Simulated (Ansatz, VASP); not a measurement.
## Two plane-wave programs on SiC

File INCAR:

```
ALGO     = Normal         # electronic algorithm
EDIFF    = 1E-6           # SCF threshold, eV
ENCUT    = 600            # plane-wave cutoff, eV
GGA      = RE             # functional
GGA_COMPAT= F            
ISIF     = 2              # what is computed and relaxed
ISMEAR   = -1             # smearing method
IVDW     = 12             # dispersion correction
LASPH    = T              # aspherical terms in the spheres
LCHARG   = F              # write CHGCAR
LREAL    = F              # projectors in reciprocal space
LWAVE    = F              # write WAVECAR
NBANDS   = 11             # bands
NELM     = 120            # most SCF steps
PREC     = Accurate       # precision mode
SIGMA    = 0.05           # smearing width, eV
```

Contents of KPOINTS:

```
k-points
0
Gamma
  10 10 10
```

POSCAR

```
SiC
1.0
    0.0000000000      2.1934308841      2.1934308841
    2.1934308841      0.0000000000      2.1934308841
    2.1934308841      2.1934308841      0.0000000000
Si C
1 1
Direct
    0.0000000000      0.0000000000      0.0000000000
    0.7500000000      0.7500000000      0.7500000000
```

The input input.yaml:

```yaml
crystal:
  lattice:
    - [0.0, 2.1934308841, 2.1934308841]
    - [2.1934308841, 0.0, 2.1934308841]
    - [2.1934308841, 2.1934308841, 0.0]
  atoms:
    - { symbol: Si, position: [0.0, 0.0, 0.0] }
    - { symbol: C, position: [0.75, 0.75, 0.75] }
hamiltonian:
  xc: revpbe
  pseudopotentials: { kind: paw }
  dispersion: d3bj
kpoints:
  mp_grid: { grid: [10, 10, 10] }
scf:
  occupations: { method: fermi_dirac, width: 0.05 }
output:
  forces: true
  stress: true
  eigenvalues: true
```

Alike in both runs: task single point; functional revPBE; dispersion D3(BJ); k mesh 10 × 10 × 10; occupations fermi-dirac, width 0.05 eV; no spin polarisation.

|  | VASP | Ansatz |
| --- | --- | --- |
| version | VASP 6.6.1 | Ansatz 0.2.0 |
| potentials or method | VASP PAW PBE potentials, release 64 (Si, C) | Ansatz PAW |
| plane-wave cutoff (eV) | 600 | 420 |
| valence electrons in the cell | 8 | 8 |

|  | VASP | Ansatz | Ansatz less VASP |
| --- | --- | --- | --- |
| gap on the k mesh at the Fermi level (eV) | 1.38 | 1.38 | +0.004 |
| least direct gap on the mesh (eV) | 4.52 | 4.53 | +0.015 |
| pressure (GPa) | -8.2 | -7.7 | +0.52 |

VASP's potentials were made for PBE, not for revPBE.
